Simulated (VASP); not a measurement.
Set up this calculation in VASP 6.6.1, as the native input.

```yaml
Task: relaxation of cell and atoms
Functional: PBE
Potentials_or_basis: VASP PAW PBE potentials, release 64 (Ag_sv_GW, Br)
Cutoff: 630 eV
k_mesh: 4 × 4 × 4
Occupations: gaussian, width 0.1 eV
Spin: no spin polarisation
Dipole_correction: no
Further_INCAR_settings: ALGO = Normal; EDIFF = 1e-07; IBRION = 2; EDIFFG = -0.04; NSW = 90; ISIF = 3
```

The structure of AgBr2 lies in POSCAR:

```
AgBr2
1.0
    4.4352094300      0.0000000000      0.0000000000
    0.0000000000      4.4352094300      0.0000000000
    0.0000000000      0.0000000000      6.2723333200
Ag Br
1 2
Direct
    0.0000000000      0.0000000000      0.0000000000
    0.5000000000      0.0000000000      0.2500000000
    0.0000000000      0.5000000000      0.7500000000
```

This cell differs from its parent crystal: atoms taken out.

One way to write it, as run:

INCAR

```
PREC = Accurate
ENCUT = 630
EDIFF = 1E-7
ISMEAR = 0
SIGMA = 0.1
LREAL = F
LASPH = T
NELM = 120
ALGO = Normal
ISIF = 3
LWAVE = F
LCHARG = F
GGA = PE
IBRION = 2
NSW = 90
EDIFFG = -0.04
GGA_COMPAT = F
NELMIN = 4
```

KPOINTS

```
regular mesh
0
Gamma
  4 4 4
```

Potentials or basis: VASP PAW PBE potentials, release 64 (Ag_sv_GW, Br).

Launch:

```bash
$ cat potpaw_PBE.64/Ag_sv_GW/POTCAR potpaw_PBE.64/Br/POTCAR > POTCAR
$ mpirun -np 1 vasp_std > vasp.out
```

Results of the run:

The relaxed volume is 32.94 Å³/atom. The relaxed cell is a = 3.879 Å, b = 3.879 Å, c = 6.569 Å, α = 90.00°, β = 90.00°, γ = 90.00°. The space group after relaxing (to 0.1 Å) is P-4m2 (No. 115). The energy gained by relaxing is 63.8 meV/atom and the ionic steps are 11. The pressure after relaxing is 0.1 GPa, the largest force after relaxing is 0.022 eV/Å and the band gap on the k mesh is zero (an odd number of electrons rules out a gap without spin polarisation).

Caveat: the cell differs from its parent crystal (atoms taken out); the volume moved by over 15 % at a fixed basis, so the end points are rough; this functional lacks dispersion, which binds layers or chains, so the pressure and a relaxed spacing across them are unreliable; an odd number of electrons without spin polarisation forces a metal; a magnetic or distorted state may lie lower.

It took 7.6 min on 1 thread of Intel(R) Xeon(R) Platinum 8259CL CPU @ 2.50GHz (Skylake/Cascade Lake), on a shared host, peak memory 0.3 GiB.
